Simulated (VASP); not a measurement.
# ScAl17N18 (a cell with a defect) in VASP: single point with PBEsol

Aim: the single point of ScAl17N18 (a cell with a defect) with PBEsol.

Program: VASP 6.6.1. These are calculated values, not measurements. Logs are shortened: lines on timing, memory, paths and dates and some standing lists are left out, and cuts for length are marked.

### 1 The cell of the first run

The cell holds a defect, 36 atoms: a = 7.343 Å, b = 7.343 Å, c = 7.343 Å, α = 79.00°, β = 79.00°, γ = 79.00°.

### 2 Single point, PBEsol

INCAR

```
  PREC = Accurate
  ENCUT = 520
  EDIFF = 1E-7
  ISMEAR = 0
  SIGMA = 0.02
  LREAL = Auto
  LASPH = T
  NELM = 60
  ALGO = Normal
  ISIF = 2
  LWAVE = F
  LCHARG = F
  GGA = PS
  NBANDS = 100
```

KPOINTS

```
Automatic mesh
0
Gamma
  2 2 2
  0.5 0.5 0.5
```

POSCAR

```
ScAl17N18
1.0
    4.6706711409      2.6966132405     -4.9836450386
    0.0000000000     -5.3932264810     -4.9836450386
   -4.6706711409      2.6966132405     -4.9836450386
Sc Al N
1 17 18
Direct
    0.0594855330      0.3928188664      0.0594855330
    0.0548183938      0.0536197623      0.3922604388
    0.3922604388      0.3881517272      0.7202864289
    0.7202864289      0.3881517272      0.3922604388
    0.3922604388      0.0536197623      0.0548183938
    0.0548183938      0.7255937722      0.7202864289
    0.3879198388      0.7212531721      0.3879198388
    0.7232922376      0.0566255710      0.7232922376
    0.7202864289      0.7255937722      0.0548183938
    0.7756373793      0.1089707126      0.1110439585
    0.7774150898      0.7781861956      0.4448528623
    0.1110439585      0.1089707126      0.7756373793
    0.4448528623      0.1107484231      0.4448528623
    0.1108634611      0.7838547037      0.1108634611
    0.7756373793      0.4443772918      0.7756373793
    0.1108634611      0.4441967944      0.4505213704
    0.4448528623      0.7781861956      0.7774150898
    0.4505213704      0.4441967944      0.1108634611
    0.9217060675      0.2550394008      0.9217060675
    0.9275253761      0.9297279778      0.2631032458
    0.2631032458      0.2608587094      0.5963946444
    0.5963946444      0.2608587094      0.2631032458
    0.2631032458      0.9297279778      0.9275253761
    0.9275253761      0.5964365791      0.5963946444
    0.2591856032      0.5925189366      0.2591856032
    0.5952304405      0.9285637739      0.5952304405
    0.5963946444      0.5964365791      0.9275253761
    0.9790158081      0.3123491414      0.3380320249
    0.9839940277      0.9829623516      0.6496290183
    0.3380320249      0.3123491414      0.9790158081
    0.6496290183      0.3173273610      0.6496290183
    0.3167432763      0.9832464750      0.3167432763
    0.9790158081      0.6713653582      0.9790158081
    0.3167432763      0.6500766096      0.6499131417
    0.6496290183      0.9829623516      0.9839940277
    0.6499131417      0.6500766096      0.3167432763
```

Potentials or basis: VASP PAW PBE potentials, release 64 (Sc_sv, Al, N).

On the command line:

```sh
$ cat potpaw_PBE.64/Sc_sv/POTCAR potpaw_PBE.64/Al/POTCAR potpaw_PBE.64/N/POTCAR > POTCAR
$ mpirun -np 1 vasp_std > vasp.out
```

OUTCAR:

```text
PREC = Accurate
   ENCUT = 520
   EDIFF = 1E-7
   ISMEAR = 0
   LREAL = Auto
   LASPH = T
   NELM = 60
   ISIF = 2
   GGA = PS

 ion  position               nearest neighbor table
   1  0.059  0.393  0.059-  33 2.02  30 2.02  28 2.02  19 2.06  14 3.07  16 3.07  18 3.07   4 3.14
                             3 3.14   2 3.14   5 3.14   9 3.14   6 3.14  15 3.14  10 3.14  12 3.14
   2  0.055  0.054  0.392-  29 1.86  28 1.86  20 1.90  32 1.90  12 3.03  14 3.05  11 3.06   6 3.06
                            13 3.08  16 3.09   8 3.09  10 3.10   7 3.11   4 3.12   1 3.14   5 3.15
   3  0.392  0.388  0.720-  31 1.86  30 1.86  21 1.90  34 1.90  15 3.03  16 3.05  13 3.06   4 3.06
                            17 3.08  18 3.09   8 3.09  12 3.10   7 3.11   5 3.12   1 3.14   6 3.15
   4  0.720  0.388  0.392-  31 1.86  28 1.86  22 1.90  36 1.90  15 3.03  18 3.05  13 3.06   3 3.06
                            11 3.08  16 3.09   8 3.09  10 3.10   7 3.11   2 3.12   1 3.14   9 3.15
   5  0.392  0.054  0.055-  35 1.86  30 1.86  23 1.90  32 1.90  10 3.03  14 3.05  17 3.06   9 3.06
                            13 3.08  18 3.09   8 3.09  12 3.10   7 3.11   3 3.12   1 3.14   2 3.15
   6  0.055  0.726  0.720-  29 1.86  33 1.86  24 1.90  34 1.90  12 3.03  16 3.05  11 3.06   2 3.06
                            17 3.08  14 3.09   8 3.09  15 3.10   7 3.11   9 3.12   1 3.14   3 3.15
   7  0.388  0.721  0.388-  34 1.89  36 1.89  32 1.89  25 1.92  16 3.06  18 3.06  14 3.06  17 3.08
                            11 3.08  13 3.08   3 3.11   4 3.11   6 3.11   9 3.11   5 3.11   2 3.11
   8  0.723  0.057  0.723-  31 1.89  29 1.89  35 1.89  26 1.91  15 3.05  10 3.05  12 3.05  13 3.08
                            17 3.08  11 3.08   2 3.09   5 3.09   6 3.09   9 3.09   4 3.09   3 3.09
   9  0.720  0.726  0.055-  35 1.86  33 1.86  27 1.90  36 1.90  10 3.03  18 3.05  17 3.06   5 3.06
[... 23 lines left out ...]
  23  0.263  0.930  0.928-  14 1.88  17 1.89  12 1.89   5 1.90
  24  0.928  0.596  0.596-  16 1.88  11 1.89  15 1.89   6 1.90
[... 10 lines left out ...]
  35  0.650  0.983  0.984-   9 1.86   5 1.86  10 1.89   8 1.89
  36  0.650  0.650  0.317-   7 1.89   4 1.90   9 1.90  11 1.91

  LATTYP: Found a trigonal (rhomboedric) cell.
 ALAT       =     7.3432696904
 COS(alpha) =     0.1908861811

  Lattice vectors:

 A1 = (   4.6706711409,   2.6966132405,  -4.9836450386)
 A2 = (   0.0000000000,  -5.3932264810,  -4.9836450386)
 A3 = (  -4.6706711409,   2.6966132405,  -4.9836450386)

Analysis of symmetry for initial positions (statically):
=====================================================================
 Subroutine PRICEL returns:
 Original cell was already a primitive cell.

 Routine SETGRP: Setting up the symmetry group for a
 trigonal (rhombohedral) supercell.

 Subroutine GETGRP returns: Found  6 space group operations
 (whereof  2 operations were pure point group operations)
 out of a pool of 12 trial point group operations.

The static configuration has the point symmetry C_1h.
 The point group associated with its full space group is C_3v.

Analysis of symmetry for dynamics (positions and initial velocities):
=====================================================================
 Subroutine PRICEL returns:
 Original cell was already a primitive cell.

 Routine SETGRP: Setting up the symmetry group for a
 trigonal (rhombohedral) supercell.

 Subroutine GETGRP returns: Found  6 space group operations
 (whereof  2 operations were pure point group operations)
 out of a pool of 12 trial point group operations.

The dynamic configuration has the point symmetry C_1h.
 The point group associated with its full space group is C_3v.

 Subroutine INISYM returns: Found  6 space group operations
 (whereof  2 operations are pure point group operations),
 and found     1 'primitive' translations

----------------------------------------------------------------------------------------

                                     Primitive cell

  volume of cell :     376.6139

  direct lattice vectors                    reciprocal lattice vectors
     4.670671141  2.696613241 -4.983645039     0.107050997  0.061805922 -0.066885448
     0.000000000 -5.393226481 -4.983645039     0.000000000 -0.123611843 -0.066885448
    -4.670671141  2.696613241 -4.983645039    -0.107050997  0.061805922 -0.066885448

  length of vectors
     7.343269690  7.343269690  7.343269690     0.140547327  0.140547327  0.140547327

  position of ions in fractional coordinates (direct lattice)
     0.059485533  0.392818866  0.059485533
[... 81 lines left out ...]
 generate k-points for:    2    2    2

 Generating k-lattice:

  Cartesian coordinates                     Fractional coordinates (reciprocal lattice)
     0.053525498  0.030902961 -0.033442724     0.500000000  0.000000000  0.000000000
     0.000000000 -0.061805922 -0.033442724     0.000000000  0.500000000  0.000000000
    -0.053525498  0.030902961 -0.033442724     0.000000000  0.000000000  0.500000000

  Length of vectors
     0.070273663  0.070273663  0.070273663

  Shift w.r.t. Gamma in fractional coordinates (k-lattice)
     0.500000000  0.500000000  0.500000000

 Subroutine IBZKPT returns following result:
 ===========================================

 Found      2 irreducible k-points:

 Following reciprocal coordinates:
            Coordinates               Weight
  0.250000  0.250000  0.250000      2.000000
 -0.250000  0.250000  0.250000      6.000000
   k-points           NKPTS =      2   k-points in BZ     NKDIM =      2   number of bands    NBANDS=    100
   number of dos      NEDOS =    301   number of ions     NIONS =     36
   total plane-waves  NPLWV = 175616
   dimension x,y,z NGX =    56 NGY =   56 NGZ =   56
   dimension x,y,z NGXF=   112 NGYF=  112 NGZF=  112
   ions per type =               1  17  18
   NGX,Y,Z   is equivalent  to a cutoff of  12.68, 12.68, 12.68 a.u.
   NGXF,Y,Z  is equivalent  to a cutoff of  25.36, 25.36, 25.36 a.u.
 SYSTEM =  unknown system
   PREC   = accura    normal or accurate (medium, high low for compatibility)
   ISTART =      0    job   : 0-new  1-cont  2-samecut
   ICHARG =      2    charge: 1-file 2-atom 10-const
   ISPIN  =      1    spin polarized calculation?
   LNONCOLLINEAR =      F non collinear calculations
   LSORBIT =      F    spin-orbit coupling
   LASPH  =      T    aspherical Exc in radial PAW
   ENCUT  =  520.0 eV  38.22 Ry    6.18 a.u.  13.65 13.65 13.65*2*pi/ulx,y,z
   NELM   =     60;   NELMIN=  2; NELMDL= -5     # of ELM steps
   EDIFF  = 0.1E-06   stopping-criterion for ELM
   LREAL  =      T    real-space projection
   EDIFFG = 0.1E-05   stopping-criterion for IOM
   NSW    =      0    number of steps for IOM
   IBRION =     -1    ionic relax: 0-MD 1-quasi-New 2-CG
   NFREE  =      0    steps in history (QN), initial steepest desc. (CG)
   ISIF   =      2    stress and relaxation
   ISYM   =      2    0-nonsym 1-usesym 2-fastsym
   POTIM  = 0.5000    time-step for ionic-motion
   TEBEG  =    0.0;   TEEND  =   0.0 temperature during run
   PSTRESS=    0.0 pullay stress
   NELECT =     152.0000    total number of electrons
   NUPDOWN=      -1.0000    fix difference up-down
   EMIN   =  10.00;   EMAX   =-10.00  energy-range for DOS
   EFERMI =   0.00;   METHOD = LEGACY
   ISMEAR =     0;   SIGMA  =   0.02  broadening in eV -4-tet -1-fermi 0-gaus
   EFERMI_NEDOS =   21; number of points for ismear=-14 and -15
   IALGO  =     38    algorithm
   IMIX   =      4    mixing-type and parameters
     AMIX     =   0.40;   BMIX     =  1.00
     AMIX_MAG =   1.60;   BMIX_MAG =  1.00
  volume/ion in A,a.u.               =      10.46        70.60
  Fermi-wavevector in a.u.,A,eV,Ry     =   1.209829  2.286245 19.914654  1.463686
  Thomas-Fermi vector in A             =   2.345394
   LORBIT       =      0    0 simple, 1 ext, 2 COOP (PROOUT), +10 PAW based schemes
   GGA     = PS    functional components
   LHFCALC =     F    Hartree Fock is set to
   AEXX    =    0.0000 exact exchange contribution
   IVDW    =     0    specifies the selected vdW correction
   LEPSILON=     F    determine dielectric tensor
   LRPA    =     F    only Hartree local field effects (RPA)
 non-spin polarized calculation
 Gauss-broadening in eV      SIGMA  =   0.02
  energy-cutoff  :      520.00
  volume of cell :      376.61
 maximum number of plane-waves:     10147
 NGX is ok and might be reduce to    54
   NGX = 27   NGY = 27   NGZ = 27

 number of electron     152.0000003 magnetization

 Free energy of the ion-electron system (eV)
  ---------------------------------------------------
  ext. energy  EPLUGINS =         0.00000000
  ---------------------------------------------------
  free energy    TOTEN  =      -284.15121627 eV

  energy without entropy =     -284.15121627  energy(sigma->0) =     -284.15121627

 E-fermi :   6.0001     XC(G=0): -11.1637

 val. band max:        5.7629352903   @ k =  -0.2500   0.2500   0.2500
 cond. band min:      10.5219005229   @ k =  -0.2500   0.2500   0.2500
 fundamental gap:      4.7589652325
 Fermi energy:         6.0001342920

 k-point     1 :       0.2500    0.2500    0.2500
  band No.  band energies     occupation
      1     -40.4476      2.00000
      2     -19.3928      2.00000
      3     -19.3928      2.00000
      4     -19.3782      2.00000
      5      -8.8919      2.00000
      6      -7.8968      2.00000
[... 80 lines left out ...]
     87      12.0726      0.00000
     88      12.0726      0.00000

 k-point     2 :      -0.2500    0.2500    0.2500
  band No.  band energies     occupation
      1     -40.4476      2.00000
      2     -19.3928      2.00000
      3     -19.3928      2.00000
      4     -19.3782      2.00000
      5      -8.7585      2.00000
      6      -8.1853      2.00000
[... 80 lines left out ...]
     87      12.3389      0.00000
     88      12.4237      0.00000
 [bands above 88 left out]

------------------------ aborting loop because EDIFF is reached ----------------------------------------

  FORCE on cell =-STRESS in cart. coord.  units (eV):
  Direction    XX          YY          ZZ          XY          YZ          ZX
  --------------------------------------------------------------------------------------
  -------------------------------------------------------------------------------------
  Total       10.0051895     10.0051895      6.2471198      0.0000000      0.0000000      0.0000000
  in kB       42.5637216     42.5637216     26.5762751      0.0000000      0.0000000      0.0000000
  external PRESSURE =      37.2345728 kB  Pullay stress =       0.0000000 kB

 VOLUME and BASIS-vectors are now :
 -----------------------------------------------------------------------------
  energy-cutoff  :      520.00
  volume of cell :      376.61
      direct lattice vectors                 reciprocal lattice vectors
     4.670671141  2.696613241 -4.983645039     0.107050997  0.061805922 -0.066885448
     0.000000000 -5.393226481 -4.983645039     0.000000000 -0.123611843 -0.066885448
    -4.670671141  2.696613241 -4.983645039    -0.107050997  0.061805922 -0.066885448

 POSITION                                       TOTAL-FORCE (eV/Angst)
 -----------------------------------------------------------------------------------
      0.00000     -1.79774     -2.55058        -0.000000      0.000000      0.010275
     -1.57608      0.91642     -2.49530         0.002469     -0.005779      0.004133
     -1.53210      0.90672     -7.47895        -0.006240      0.000752      0.004133
      1.53210      0.90672     -7.47895         0.006240      0.000752      0.004133
      1.57608      0.91642     -2.49530        -0.002469     -0.005779      0.004133
     -3.10818     -1.82313     -7.47895        -0.003771      0.005028      0.004133
[... 28 lines left out ...]
     -1.56171     -0.89609    -13.04013        -0.001433      0.000827      0.001515
      1.55613     -0.89931     -8.05722        -0.003124     -0.001804      0.004784
 -----------------------------------------------------------------------------------
    total drift:                                0.000000     -0.000193     -0.013578

  FREE ENERGIE OF THE ION-ELECTRON SYSTEM (eV)
  ---------------------------------------------------
  free  energy   TOTEN  =      -284.1512162718 eV

  energy  without entropy=     -284.1512162718  energy(sigma->0) =     -284.15121627
```

Wall time 8.2 min (1 thread of AMD EPYC 7R13, shared host); peak memory 0.4 GiB.

Results:

| Item | Value |
| --- | --- |
| Free energy | -284.1512 eV |
| Pressure | 3.7 GPa |
| Largest force | 0.065 eV/Å |
| Band gap on the k mesh | 4.76 eV |

Forces in eV/Å, atoms in the order of the input:
```
Sc   0.000  0.000  0.010
Al   0.002 -0.006  0.004
Al  -0.006  0.001  0.004
Al   0.006  0.001  0.004
Al  -0.002 -0.006  0.004
Al  -0.004  0.005  0.004
Al   0.000  0.000 -0.011
Al   0.000  0.000 -0.013
Al   0.004  0.005  0.004
Al   0.007 -0.004 -0.007
Al  -0.002 -0.001  0.003
Al  -0.007 -0.004 -0.007
Al   0.000  0.002  0.003
Al   0.000 -0.007 -0.011
Al   0.000  0.008 -0.007
Al  -0.006  0.003 -0.011
Al   0.002 -0.001  0.003
Al   0.006  0.003 -0.011
N    0.000  0.000  0.065
N    0.000  0.006 -0.003
N    0.005 -0.004 -0.003
N   -0.005 -0.004 -0.003
N    0.000  0.006 -0.003
N    0.006 -0.003 -0.003
N    0.000  0.000  0.017
N    0.000  0.000  0.004
N   -0.006 -0.003 -0.003
N   -0.039  0.023 -0.018
N    0.001  0.001  0.002
N    0.039  0.023 -0.018
N    0.000 -0.002  0.002
N    0.000  0.004  0.005
N    0.000 -0.045 -0.018
N    0.003 -0.002  0.005
N   -0.001  0.001  0.002
N   -0.003 -0.002  0.005
```

Levels at points of the mesh, in eV from the valence-band top:
```csv
k point,band 73,band 74,band 75,band 76,band 77,band 78,band 79,band 80
"(0.25, 0.25, 0.25)",-0.22,-0.22,-0.13,-0.13,5.01,5.01,5.17,5.17
```

Caveat: the PAW data sets were made with another functional, which shifts forces and pressure a little.
